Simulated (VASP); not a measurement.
# Y in VASP: notebook

The runs below take Y through single point, with PBEsol.

Everything below comes from runs of VASP 6.6.1. Logs are shortened: lines on timing, memory, paths and dates and some standing lists are left out, and cuts for length are marked.

## Step 1: The cell of the first run

The typed cell holds 4 atoms: a = 3.643 Å, b = 3.643 Å, c = 11.844 Å, α = 90.00°, β = 90.00°, γ = 120.00°.

## Step 2: Single point, PBEsol (atoms moved at random)

Contents of INCAR:

```
ALGO     = Fast           # electronic algorithm
EDIFF    = 1E-6           # SCF threshold, eV
ENCUT    = 520            # plane-wave cutoff, eV
GGA      = PS             # functional
ISIF     = 2              # what is computed and relaxed
ISMEAR   = -1             # smearing method
LASPH    = T              # aspherical terms in the spheres
LCHARG   = F              # write CHGCAR
LREAL    = F              # projectors in reciprocal space
LWAVE    = F              # write WAVECAR
NBANDS   = 30             # bands
NELM     = 80             # most SCF steps
PREC     = Accurate       # precision mode
SIGMA    = 0.05           # smearing width, eV
```

Contents of KPOINTS:

```
k-points
0
Gamma
  8 8 3
```

Contents of POSCAR:

```
Y
1.0
    3.6425441402      0.0000000000      0.0000000000
   -1.8212720701      3.1545357598      0.0000000000
    0.0000000000      0.0000000000     11.8441303500
Y
4
Direct
    0.6777760000      0.3332840000      0.7514500000
   -0.0014280000     -0.0106300000      0.5045890000
    0.3412610000      0.6721800000      0.2527310000
   -0.0009510000     -0.0075590000     -0.0009290000
```

Potentials or basis: VASP PAW PBE potentials, release 64 (Y_sv).

On the command line:

```bash
$ cat potpaw_PBE.64/Y_sv/POTCAR > POTCAR
$ mpirun -np 1 vasp_std > vasp.out
```

OUTCAR:

```text
EDIFF = 1E-6
   ENCUT = 520
   GGA = PS
   ISIF = 2
   ISMEAR = -1
   LASPH = T
   LREAL = F
   NELM = 80
   PREC = Accurate

 ion  position               nearest neighbor table
   1  0.678  0.333  0.751-   2 3.58   4 3.60   2 3.60   4 3.60   2 3.62   4 3.63
   2  0.999  0.989  0.505-   1 3.58   1 3.60   1 3.62   3 3.63   3 3.64   3 3.68
   3  0.341  0.672  0.253-   2 3.63   2 3.64   4 3.65   4 3.66   2 3.68   4 3.69
   4  0.999  0.992  0.999-   1 3.60   1 3.60   1 3.63   3 3.65   3 3.66   3 3.69

  LATTYP: Found a hexagonal cell.
 ALAT       =     3.6425441402
 C/A-ratio  =     3.2516092857

  Lattice vectors:

 A1 = (   3.6425441402,   0.0000000000,   0.0000000000)
 A2 = (  -1.8212720701,   3.1545357598,   0.0000000000)
 A3 = (   0.0000000000,   0.0000000000,  11.8441303500)

Analysis of symmetry for initial positions (statically):
=====================================================================
 Subroutine PRICEL returns:
 Original cell was already a primitive cell.

 Routine SETGRP: Setting up the symmetry group for a
 hexagonal supercell.

 Subroutine GETGRP returns: Found  1 space group operations
 (whereof  1 operations were pure point group operations)
 out of a pool of 24 trial point group operations.

The static configuration has the point symmetry C_1 .

Analysis of symmetry for dynamics (positions and initial velocities):
=====================================================================
 Subroutine PRICEL returns:
 Original cell was already a primitive cell.

 Routine SETGRP: Setting up the symmetry group for a
 hexagonal supercell.

 Subroutine GETGRP returns: Found  1 space group operations
 (whereof  1 operations were pure point group operations)
 out of a pool of 24 trial point group operations.

The dynamic configuration has the point symmetry C_1 .

 Subroutine INISYM returns: Found  1 space group operations
 (whereof  1 operations are pure point group operations),
 and found     1 'primitive' translations

----------------------------------------------------------------------------------------

                                     Primitive cell

  volume of cell :     136.0954

  direct lattice vectors                    reciprocal lattice vectors
     3.642544140  0.000000000  0.000000000     0.274533392  0.158501928  0.000000000
    -1.821272070  3.154535760  0.000000000     0.000000000  0.317003856  0.000000000
     0.000000000  0.000000000 11.844130350     0.000000000  0.000000000  0.084430006

  length of vectors
     3.642544140  3.642544140 11.844130350     0.317003856  0.317003856  0.084430006

  position of ions in fractional coordinates (direct lattice)
     0.677776000  0.333284000  0.751450000
     0.998572000  0.989370000  0.504589000
     0.341261000  0.672180000  0.252731000
     0.999049000  0.992441000  0.999071000

  ion indices of the primitive-cell ions
   primitive index   ion index
                 1           1
                 2           2
                 3           3
                 4           4

----------------------------------------------------------------------------------------

 KPOINTS: k-points

Automatic generation of k-mesh.
 Grid dimensions read from file:
 generate k-points for:    8    8    3

 Generating k-lattice:

  Cartesian coordinates                     Fractional coordinates (reciprocal lattice)
     0.034316674  0.019812741  0.000000000     0.125000000  0.000000000  0.000000000
     0.000000000  0.039625482  0.000000000     0.000000000  0.125000000  0.000000000
     0.000000000  0.000000000  0.028143335     0.000000000  0.000000000  0.333333333

  Length of vectors
     0.039625482  0.039625482  0.028143335

  Shift w.r.t. Gamma in fractional coordinates (k-lattice)
     0.000000000  0.000000000  0.000000000

 Subroutine IBZKPT returns following result:
 ===========================================

 Found     98 irreducible k-points:

 Following reciprocal coordinates:
            Coordinates               Weight
  0.000000  0.000000  0.000000      1.000000
  0.125000 -0.000000  0.000000      2.000000
  0.000000  0.125000  0.000000      2.000000
 -0.125000  0.125000  0.000000      2.000000
  0.250000 -0.000000  0.000000      2.000000
  0.000000  0.250000  0.000000      2.000000
[... 16 lines left out ...]
  0.375000  0.125000  0.000000      2.000000
 -0.125000  0.500000  0.000000      2.000000
 [... further k-points ...]
   k-points           NKPTS =     98   k-points in BZ     NKDIM =     98   number of bands    NBANDS=     30
   number of dos      NEDOS =    301   number of ions     NIONS =      4
   total plane-waves  NPLWV =  70560
   dimension x,y,z NGX =    28 NGY =   28 NGZ =   90
   dimension x,y,z NGXF=    56 NGYF=   56 NGZF=  180
   ions per type =               4
   NGX,Y,Z   is equivalent  to a cutoff of  12.78, 12.78, 12.63 a.u.
   NGXF,Y,Z  is equivalent  to a cutoff of  25.56, 25.56, 25.27 a.u.
 SYSTEM =  unknown system
   PREC   = accura    normal or accurate (medium, high low for compatibility)
   ISTART =      0    job   : 0-new  1-cont  2-samecut
   ICHARG =      2    charge: 1-file 2-atom 10-const
   ISPIN  =      1    spin polarized calculation?
   LNONCOLLINEAR =      F non collinear calculations
   LSORBIT =      F    spin-orbit coupling
   LASPH  =      T    aspherical Exc in radial PAW
   ENCUT  =  520.0 eV  38.22 Ry    6.18 a.u.   6.77  6.77 22.02*2*pi/ulx,y,z
   NELM   =     80;   NELMIN=  2; NELMDL= -5     # of ELM steps
   EDIFF  = 0.1E-05   stopping-criterion for ELM
   LREAL  =      F    real-space projection
   EDIFFG = 0.1E-04   stopping-criterion for IOM
   NSW    =      0    number of steps for IOM
   IBRION =     -1    ionic relax: 0-MD 1-quasi-New 2-CG
   NFREE  =      0    steps in history (QN), initial steepest desc. (CG)
   ISIF   =      2    stress and relaxation
   ISYM   =      2    0-nonsym 1-usesym 2-fastsym
   POTIM  = 0.5000    time-step for ionic-motion
   TEBEG  =    0.0;   TEEND  =   0.0 temperature during run
   PSTRESS=    0.0 pullay stress
   NELECT =      44.0000    total number of electrons
   NUPDOWN=      -1.0000    fix difference up-down
   EMIN   =  10.00;   EMAX   =-10.00  energy-range for DOS
   EFERMI =   0.00;   METHOD = LEGACY
   ISMEAR =    -1;   SIGMA  =   0.05  broadening in eV -4-tet -1-fermi 0-gaus
   EFERMI_NEDOS =   21; number of points for ismear=-14 and -15
   IALGO  =     68    algorithm
   IMIX   =      4    mixing-type and parameters
     AMIX     =   0.40;   BMIX     =  1.00
     AMIX_MAG =   1.60;   BMIX_MAG =  1.00
  volume/ion in A,a.u.               =      34.02       229.60
  Fermi-wavevector in a.u.,A,eV,Ry     =   1.123599  2.123294 17.177003  1.262474
  Thomas-Fermi vector in A             =   2.260266
   LORBIT       =      0    0 simple, 1 ext, 2 COOP (PROOUT), +10 PAW based schemes
   GGA     = PS    functional components
   LHFCALC =     F    Hartree Fock is set to
   AEXX    =    0.0000 exact exchange contribution
   IVDW    =     0    specifies the selected vdW correction
   LEPSILON=     F    determine dielectric tensor
   LRPA    =     F    only Hartree local field effects (RPA)
 non-spin polarized calculation
 RMM-DIIS sequential band-by-band and
  energy-cutoff  :      520.00
  volume of cell :      136.10
 maximum number of plane-waves:      3686
   NGX = 13   NGY = 13   NGZ = 45

 number of electron      44.0000001 magnetization

 Free energy of the ion-electron system (eV)
  ---------------------------------------------------
  ext. energy  EPLUGINS =         0.00000000
  ---------------------------------------------------
  free energy    TOTEN  =       -27.13244695 eV

  energy without entropy =      -27.07200466  energy(sigma->0) =      -27.10222581

 E-fermi :   2.7504     XC(G=0):  -9.3953

 val. band max:        2.7499339791   @ k =  -0.2500   0.5000   0.3333
 cond. band min:       2.7660491916   @ k =  -0.2500   0.5000   0.3333
 fundamental gap:      0.0161152126
 Fermi energy:         2.7503806063

 k-point     1 :       0.0000    0.0000    0.0000
  band No.  band energies     occupation
      1     -39.9774      2.00000
      2     -39.9257      2.00000
      3     -39.9089      2.00000
      4     -39.8722      2.00000
      5     -20.1866      2.00000
      6     -19.9606      2.00000
[... 22 lines left out ...]
     29       4.7323      0.00000
     30       4.7552      0.00000

 k-point     2 :       0.1250   -0.0000    0.0000
  band No.  band energies     occupation
      1     -39.9716      2.00000
      2     -39.9203      2.00000
      3     -39.9034      2.00000
      4     -39.8684      2.00000
      5     -20.1627      2.00000
      6     -19.9677      2.00000
[... 22 lines left out ...]
     29       4.7305      0.00000
     30       4.9376      0.00000

 k-point     3 :       0.0000    0.1250    0.0000
  band No.  band energies     occupation
      1     -39.9717      2.00000
      2     -39.9202      2.00000
      3     -39.9034      2.00000
      4     -39.8685      2.00000
      5     -20.1628      2.00000
      6     -19.9674      2.00000
[... 22 lines left out ...]
     29       4.7197      0.00000
     30       4.9407      0.00000

 k-point     4 :      -0.1250    0.1250    0.0000
  band No.  band energies     occupation
      1     -39.9716      2.00000
      2     -39.9203      2.00000
      3     -39.9034      2.00000
      4     -39.8684      2.00000
      5     -20.1624      2.00000
      6     -19.9681      2.00000
[... 22 lines left out ...]
     29       4.7088      0.00000
     30       4.9577      0.00000

 k-point     5 :       0.2500   -0.0000    0.0000
  band No.  band energies     occupation
      1     -39.9575      2.00000
      2     -39.9072      2.00000
      3     -39.8900      2.00000
      4     -39.8593      2.00000
      5     -20.1025      2.00000
      6     -20.0198      2.00000
[... 22 lines left out ...]
     29       4.7627      0.00000
     30       5.2105      0.00000
[... 526 lines left out ...]
     29       4.5089      0.00000
     30       5.1263      0.00000

 k-point    22 :       0.3750   -0.1250    0.0000
  band No.  band energies     occupation
      1     -39.9475      2.00000
      2     -39.8979      2.00000
      3     -39.8802      2.00000
      4     -39.8533      2.00000
      5     -20.0816      2.00000
      6     -20.0805      2.00000
[... 22 lines left out ...]
     29       4.5167      0.00000
     30       5.1366      0.00000

 k-point    23 :       0.3750    0.1250    0.0000
  band No.  band energies     occupation
      1     -39.9375      2.00000
      2     -39.8884      2.00000
      3     -39.8700      2.00000
      4     -39.8475      2.00000
      5     -20.1577      2.00000
      6     -20.1392      2.00000
[... 22 lines left out ...]
     29       4.5516      0.00000
     30       5.4237      0.00000

 k-point    24 :      -0.1250    0.5000    0.0000
  band No.  band energies     occupation
      1     -39.9378      2.00000
      2     -39.8880      2.00000
      3     -39.8694      2.00000
      4     -39.8483      2.00000
      5     -20.1567      2.00000
      6     -20.1394      2.00000
[... 22 lines left out ...]
     29       4.5592      0.00000
     30       5.4016      0.00000

 [... further k-points ...]
[... 5 lines left out ...]
  --------------------------------------------------------------------------------------
  -------------------------------------------------------------------------------------
  Total       -2.8793389     -2.9005058     -3.3442148     -0.0251694     -0.0006959      0.0008088
  in kB      -33.8968945    -34.1460808    -39.3696262     -0.2963059     -0.0081921      0.0095218
  external PRESSURE =     -35.8042005 kB  Pullay stress =       0.0000000 kB

 VOLUME and BASIS-vectors are now :
 -----------------------------------------------------------------------------
  energy-cutoff  :      520.00
  volume of cell :      136.10
      direct lattice vectors                 reciprocal lattice vectors
     3.642544140  0.000000000  0.000000000     0.274533392  0.158501928  0.000000000
    -1.821272070  3.154535760  0.000000000     0.000000000  0.317003856  0.000000000
     0.000000000  0.000000000 11.844130350     0.000000000  0.000000000  0.084430006

 POSITION                                       TOTAL-FORCE (eV/Angst)
 -----------------------------------------------------------------------------------
      1.86183      1.05136      8.90027        -0.029959     -0.031627      0.016252
      1.83543      3.12100      5.97642         0.016837      0.042625     -0.081623
      0.01884      2.12042      2.99338        -0.007081     -0.044127     -0.026613
      1.83158      3.13069     11.83313         0.020203      0.033129      0.091984
 -----------------------------------------------------------------------------------
    total drift:                                0.000051     -0.000066      0.000114

  FREE ENERGIE OF THE ION-ELECTRON SYSTEM (eV)
  ---------------------------------------------------
  free  energy   TOTEN  =       -27.1324469493 eV

  energy  without entropy=      -27.0720046635  energy(sigma->0) =      -27.10222581
```

Wall time 27 min (1 thread of AMD EPYC 7R13, shared host); peak memory 0.44 GiB.

What came out:

| Item | Value |
| --- | --- |
| Free energy | -27.1324 eV |
| Pressure | -3.6 GPa |
| Largest force | 0.100 eV/Å |
| Band gap on the k mesh | zero (bands 22 and 23 overlap by 1.02 eV) |

Forces in eV/Å, atoms in the order of the input:
```
Y   -0.030 -0.032  0.016
Y    0.017  0.043 -0.082
Y   -0.007 -0.044 -0.027
Y    0.020  0.033  0.092
```

Caveat: the cell differs from its parent crystal (atoms moved at random); the cell stands under tension; the PAW data sets were made with another functional, which shifts forces and pressure a little.

## Step 3: Single point, PBEsol

This run uses another cell than the first one, of 20.80 Å³/atom.

Contents of INCAR:

```
  ALGO = Normal
  EDIFF = 1E-6
  ENCUT = 520
  GGA = PS
  ISIF = 2
  ISMEAR = -1
  LASPH = T
  LCHARG = F
  LREAL = F
  LWAVE = F
  NBANDS = 30
  NELM = 60
  PREC = Accurate
  SIGMA = 0.05
```

KPOINTS is that of step 2.

Contents of POSCAR:

```
Y
1.0
    3.0984511755      0.0000000000      0.0000000000
   -1.5492255878      2.6833374304      0.0000000000
    0.0000000000      0.0000000000     10.0080859798
Y
4
Direct
    0.6666666667      0.3333333333      0.7500000000
    0.0000000000      0.0000000000      0.5000000000
    0.3333333333      0.6666666667      0.2500000000
    0.0000000000      0.0000000000      0.0000000000
```

Potentials or basis: VASP PAW PBE potentials, release 64 (Y_sv).

On the command line:

```bash
$ cat potpaw_PBE.64/Y_sv/POTCAR > POTCAR
$ mpirun -np 1 vasp_std > vasp.out
```

Wall time 43 s (1 thread of Oxide Virtual Turin-like, shared host); peak memory 0.19 GiB.

The run converged. Its results:

```yaml
Free_energy: -24.4586 eV
Pressure: 29.6 GPa
Band_gap_on_the_k_mesh: zero (bands 22 and 23 overlap by 2.01 eV)
```

Levels at points of the mesh, in eV from the Fermi level:
| k point | band 20 | band 21 | band 22 | band 23 | band 24 | band 25 |
| --- | --- | --- | --- | --- | --- | --- |
| (0.00, 0.00, 0.00) | -2.67 | 1.03 | 1.10 | 1.81 | 1.81 | 1.91 |
| (0.50, 0.00, 0.00) | -1.62 | -1.00 | -0.56 | -0.42 | 0.79 | 1.54 |

Caveat: the cell stands under pressure; the PAW data sets were made with another functional, which shifts forces and pressure a little.

## Step 4: Single point, PBEsol

This run uses another cell than the first one, of 22.86 Å³/atom.

Contents of INCAR:

```
PREC = Accurate
ENCUT = 520
EDIFF = 1E-6
ISMEAR = -1
SIGMA = 0.05
LREAL = F
LASPH = T
NELM = 60
ALGO = Fast
ISIF = 2
LWAVE = F
LCHARG = F
GGA = PS
NBANDS = 30
```

Contents of KPOINTS:

```
Automatic mesh
0
Gamma
  8 8 3
```

Contents of POSCAR:

```
Y
1.0
    3.1973499853      0.0000000000      0.0000000000
   -1.5986749926      2.7689863121      0.0000000000
    0.0000000000      0.0000000000     10.3263631711
Y
4
Direct
    0.6666666667      0.3333333333      0.7500000000
    0.0000000000      0.0000000000      0.5000000000
    0.3333333333      0.6666666667      0.2500000000
    0.0000000000      0.0000000000      0.0000000000
```

On the command line:

```bash
$ cat potpaw_PBE.64/Y_sv/POTCAR > POTCAR
$ mpirun -np 1 vasp_std > vasp.out
```

It took 68 s on 1 thread of Oxide Virtual Turin-like, shared host; peak memory 0.2 GiB.

The run converged. Its results:

```
Free energy            : -25.7109 eV
Pressure               : 19.7 GPa
Band gap on the k mesh : zero (bands 22 and 23 overlap by 1.78 eV)
```

Levels at points of the mesh, in eV from the Fermi level:
| k point | band 20 | band 21 | band 22 | band 23 | band 24 | band 25 |
| --- | --- | --- | --- | --- | --- | --- |
| (0.00, 0.00, 0.00) | -2.49 | 0.95 | 1.01 | 1.82 | 1.82 | 1.90 |
| (0.50, 0.00, 0.00) | -1.47 | -0.84 | -0.56 | -0.37 | 0.79 | 1.22 |

Caveat: the cell stands under pressure; the PAW data sets were made with another functional, which shifts forces and pressure a little.

## Step 5: The runs side by side

```tsv
cell	gap on the mesh (eV)	pressure (GPa)
a = 3.643, b = 3.643, c = 11.844 Å, angles 90.0, 90.0, 120.0°, 4 atoms, atomic positions A	none	-3.6
a = 3.098, b = 3.098, c = 10.008 Å, angles 90.0, 90.0, 120.0°, 4 atoms, atomic positions B	none	29.6
a = 3.197, b = 3.197, c = 10.326 Å, angles 90.0, 90.0, 120.0°, 4 atoms, atomic positions B	none	19.7
```

Alike in all rows: task single point; level PBEsol; potentials or basis VASP PAW PBE potentials, release 64 (Y_sv); no spin polarisation; k mesh 8 × 8 × 3; cutoff (eV) 520; smearing fermi-dirac 0.05 eV.

Caveats: the PAW data sets were made with another functional, which shifts forces and pressure a little; the cell stands under pressure (at least some runs); the cell stands under tension (at least some runs).

Total energies depend on the potentials used, so only differences within one code and one set of settings carry meaning.

The gap in the log of VASP goes by the Fermi energy; the results here count the filled bands.